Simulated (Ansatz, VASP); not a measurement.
**LiF: VASP beside Ansatz**

```xyz
2
Lattice="0.0000 2.0140 2.0140 2.0140 0.0000 2.0140 2.0140 2.0140 0.0000" Properties=species:S:1:pos:R:3 pbc="T T T"
Li    0.0000    0.0000    0.0000
F     2.0140    2.0140    2.0140
```

Alike in both runs: task single point; functional r2SCAN; k mesh 8 × 8 × 8; occupations gaussian, width 0.1 eV; no spin polarisation.

|  | VASP | Ansatz |
| --- | --- | --- |
| version | VASP 6.6.1 | Ansatz 0.2.0 |
| potentials or method | VASP PAW PBE potentials, release 64 (Li_sv, F), cutoff 520 eV | scalar-relativistic, plane waves, PAW |
| valence electrons in the cell | 10 | 10 |

|  | VASP | Ansatz | Ansatz less VASP |
| --- | --- | --- | --- |
| gap on the k mesh at the Fermi level (eV) | 10.27 | 10.06 | -0.206 |
| least direct gap on the mesh (eV) | 10.27 | 10.06 | -0.206 |

VASP's potentials were made for PBE, not for r2SCAN. The functional is the same, so the differences come from potentials, cutoffs and numerics.

Noted on VASP's run: the cutoff is under 1.25 times that of the potentials, so the pressure is a little rough.
